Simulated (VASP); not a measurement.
Set up this calculation in VASP 6.6.1, as the native input.

```yaml
Task: electric field gradients
Functional: PBEsol
Potentials_or_basis: VASP PAW PBE potentials, release 64 (Ca_sv)
Cutoff: 520 eV
k_mesh: 11 × 11 × 11
Occupations: fermi-dirac, width 0.05 eV
Spin: no spin polarisation
Dipole_correction: no
Further_INCAR_settings: ALGO = Normal; EDIFF = 1e-08; NBANDS = 11
```

The structure of Ca lies in POSCAR:

```
Ca
1.0
    0.0000000000      2.8034831247      2.8034831247
    2.8034831247      0.0000000000      2.8034831247
    2.8034831247      2.8034831247      0.0000000000
Ca
1
Direct
    0.0000000000      0.0000000000      0.0000000000
```

These files were run (other wordings do the same):

INCAR

```
SYSTEM = Ca
PREC = Accurate ; ENCUT = 520
EDIFF = 1E-8 ; ISMEAR = -1
SIGMA = 0.05 ; LREAL = .FALSE.
LASPH = .TRUE. ; NELM = 100
ALGO = Normal ; ISIF = 2
LWAVE = .FALSE. ; LCHARG = .FALSE.
GGA = PS ; LEFG = .TRUE.
NBANDS = 11
```

KPOINTS

```
regular mesh
0
G
  11 11 11
  0 0 0
```

Potentials or basis: VASP PAW PBE potentials, release 64 (Ca_sv).

Command:

```sh
$ cat potpaw_PBE.64/Ca_sv/POTCAR > POTCAR
$ mpirun -np 1 vasp_std > vasp.out
```

Results of the run:

```yaml
Pressure: -1.3 GPa
Band_gap_on_the_k_mesh: zero (bands 5 and 6 overlap by 0.31 eV)
Largest_electric_field_gradient_by_atom: under 0.05 V/Å² on every atom
```

Caveat: the PAW data sets were made with another functional, which shifts forces and pressure a little.

Run time: 44 s on 1 thread of AMD EPYC 7R43 64-Core Processor (Zen 3) (shared host), peak memory 0.14 GiB.
